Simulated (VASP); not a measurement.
**V3Os: single point with LDA**

V3Os:

```xyz
8
Lattice="0.0000 5.9712 5.9712 2.9856 0.0000 2.9856 2.9856 2.9856 0.0000" Properties=species:S:1:pos:R:3 pbc="T T T"
V     1.4928    1.4928    1.4928
V     4.4784    4.4784    4.4784
V     2.9856    2.9856    2.9856
V     1.4928    4.4784    4.4784
V     4.4784    7.4640    7.4640
V     2.9856    5.9712    5.9712
Os    0.0000    0.0000    0.0000
Os    0.0000    2.9856    2.9856
```

* Program: VASP 6.6.1
* Task: single point
* Functional: LDA
* Potentials or basis: VASP PAW LDA potentials, release 64 (V_sv, Os)
* Cutoff: 520 eV
* k mesh: 6 × 6 × 6
* Occupations: gaussian, width 0.1 eV
* Spin: no spin polarisation

```
Pressure               : -11.4 GPa
Band gap on the k mesh : zero (band 47 reaches 10.27 eV, above the bottom of band 48 at 9.20 eV)
```

Levels at points of the mesh, in eV from the Fermi level:
```
           k point  band 45  band 46  band 47  band 48  band 49  band 50
(0.00, 0.00, 0.00)    -1.16    -0.27    -0.27    -0.27     1.61     1.61
(0.50, 0.00, 0.00)    -0.63    -0.63     0.45     0.45     1.18     1.18
(0.00, 0.50, 0.00)    -0.09    -0.09     0.34     0.34     1.03     1.33
(0.50, 0.50, 0.00)    -0.50    -0.50    -0.39    -0.39     0.79     0.79
```

Run time: 4.7 min on 1 thread of Intel(R) Xeon(R) Platinum 8375C CPU @ 2.90GHz (Ice Lake), with other jobs on the host, peak memory 0.3 GiB.

Caveat: spin-orbit coupling is left out, which moves the levels of the heavy elements.
